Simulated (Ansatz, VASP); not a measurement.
## Two plane-wave programs on Ba

The input INCAR:

```
SYSTEM = Ba
ALGO = Normal
EDIFF = 1E-6
ENCUT = 520
GGA = RP
ISIF = 2
ISMEAR = -1
LASPH = .TRUE.
LCHARG = .FALSE.
LREAL = .FALSE.
LWAVE = .FALSE.
NBANDS = 28
NELM = 80
PREC = Accurate
SIGMA = 0.1
```

File KPOINTS:

```
k-points
0
G
  9 9 3
  0 0 0
```

The input POSCAR:

```
Ba
1.0
    4.4832171243      0.0000000000      0.0000000000
   -2.2416085621      3.8825799203      0.0000000000
    0.0000000000      0.0000000000     14.6506912688
Ba
4
Direct
    0.0000000000      1.0000000000      1.0000000000
    0.0000000000      1.0000000000      0.5000000000
    0.3333333333      0.6666666667      0.2500000000
    0.6666666667      0.3333333333      0.7500000000
```

Input for Ansatz:

```yaml
crystal:
  lattice:
    - [4.4832171243, 0.0, 0.0]
    - [-2.2416085621, 3.8825799203, 0.0]
    - [0.0, 0.0, 14.6506912688]
  atoms:
    - { symbol: Ba, position: [0.0, 1.0, 1.0] }
    - { symbol: Ba, position: [0.0, 1.0, 0.5] }
    - { symbol: Ba, position: [0.3333333333, 0.6666666667, 0.25] }
    - { symbol: Ba, position: [0.6666666667, 0.3333333333, 0.75] }
hamiltonian:
  xc: rpbe
  pseudopotentials:
    kind: paw
    azcp:
      Ba: "pseudopotentials/Ba.paw.azcp"
basis:
  ecutwfc: 420
  fft_grid_basis: typed
kpoints:
  mp_grid: { grid: [9, 9, 3], shift: [0, 0, 0] }
magnetization:
  spin_polarized: false
scf:
  occupations: { method: fermi_dirac, width: 0.1 }
  lower_state_search: "off"
output:
  stress: true
```

Alike in both runs: task single point; functional RPBE; k mesh 9 × 9 × 3; occupations fermi-dirac, width 0.1 eV; no spin polarisation.

|  | VASP | Ansatz |
| --- | --- | --- |
| version | VASP 6.6.1 | Ansatz 0.2.0 |
| potentials or method | VASP PAW PBE potentials, release 64 (Ba_sv), cutoff 520 eV | plane waves (420 eV) with PAW, scalar-relativistic |
| valence electrons in the cell | 40 | 40 |

|  | VASP | Ansatz | Ansatz less VASP |
| --- | --- | --- | --- |
| pressure (GPa) | 0.8 | 0.8 | -0.05 |

VASP's potentials were made for PBE, not for RPBE. The functional is the same, so the differences come from potentials, cutoffs and numerics.

Spin-orbit coupling is off throughout.
